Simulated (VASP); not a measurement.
Write the native input for VASP 6.6.1 that does the following.

```yaml
Task: relaxation of cell and atoms
Functional: HSE06
Potentials_or_basis: VASP PAW PBE potentials, release 64 (Pt, Se)
Cutoff: 600 eV
k_mesh: 4 × 4 × 4
Occupations: fermi-dirac, width 0.05 eV
Spin: no spin polarisation
Dipole_correction: no
Grid_for_exact_exchange_PRECFOCK: Normal
Further_INCAR_settings: ALGO = Normal; EDIFF = 1e-06; IBRION = 2; EDIFFG = -0.01; NSW = 60; ISIF = 3
Share_of_exact_exchange: 0.25
Screening_parameter: 0.2079 1/Å
```

Crystal: PtSe.

```
Pt Se
1.0
     0.00000    3.03745    3.03745
     3.03745    0.00000    3.03745
     3.03745    3.03745    0.00000
Pt Se
1 1
Direct
  0.00000 0.00000 0.00000
  0.25000 0.25000 0.25000
```

The input as run:

POSCAR

```
PtSe
1.0
    0.0000000000      3.0374472300      3.0374472300
    3.0374472300      0.0000000000      3.0374472300
    3.0374472300      3.0374472300      0.0000000000
Pt Se
1 1
Direct
    0.0000000000      0.0000000000      0.0000000000
    0.2500000000      0.2500000000      0.2500000000
```

INCAR.step1

```
  PREC = Accurate
  ENCUT = 600
  EDIFF = 1E-5
  ISMEAR = -1
  SIGMA = 0.05
  LREAL = F
  LASPH = T
  NELM = 60
  ALGO = Normal
  LWAVE = T
  LCHARG = F
  GGA = PE
  NBANDS = 15
```

INCAR.step2

```
  PREC = Accurate
  ENCUT = 600
  EDIFF = 1E-6
  ISMEAR = -1
  SIGMA = 0.05
  LREAL = F
  LASPH = T
  NELM = 60
  ALGO = Normal
  ISIF = 3
  LWAVE = F
  LCHARG = F
  GGA = PE
  LHFCALC = T
  HFSCREEN = 0.2079
  PRECFOCK = Normal
  IBRION = 2
  NSW = 60
  EDIFFG = -0.01
  ISTART = 1
```

KPOINTS

```
Automatic mesh
0
Gamma
  4 4 4
```

Potentials or basis: VASP PAW PBE potentials, release 64 (Pt, Se).

Launch:

```bash
$ cat potpaw_PBE.64/Pt/POTCAR potpaw_PBE.64/Se/POTCAR > POTCAR
$ cp INCAR.step1 INCAR
$ mpirun -np 1 vasp_std > vasp.out
$ cp INCAR.step2 INCAR
$ mpirun -np 1 vasp_std > vasp.out
```

Results of the run:

```json
{
 "Relaxed volume": "22.23 Å³/atom",
 "Relaxed cell": "a = 3.976 Å, b = 3.976 Å, c = 3.976 Å, α = 60.00°, β = 60.00°, γ = 60.00°",
 "Space group after relaxing (to 0.1 Å)": "F-43m (No. 216)",
 "Energy gained by relaxing": "318.2 meV/atom",
 "Ionic steps": "4",
 "Pressure after relaxing": "0.0 GPa",
 "Band gap on the k mesh": "zero (bands 8 and 9 overlap by 4.52 eV)"
}
```

Caveat: the k points lie up to 0.48 Å⁻¹ apart in the final cell, too coarse for converged energies and pressures of a metal; the volume moved by over 15 % at a fixed basis, so the end points are rough; the PAW data sets were made with another functional, which shifts forces and pressure a little; spin-orbit coupling is left out, which moves the levels of the heavy elements.

Wall time 35 min on 1 thread of Intel(R) Xeon(R) Platinum 8488C (Sapphire Rapids), with other jobs on the host, peak memory 0.34 GiB.
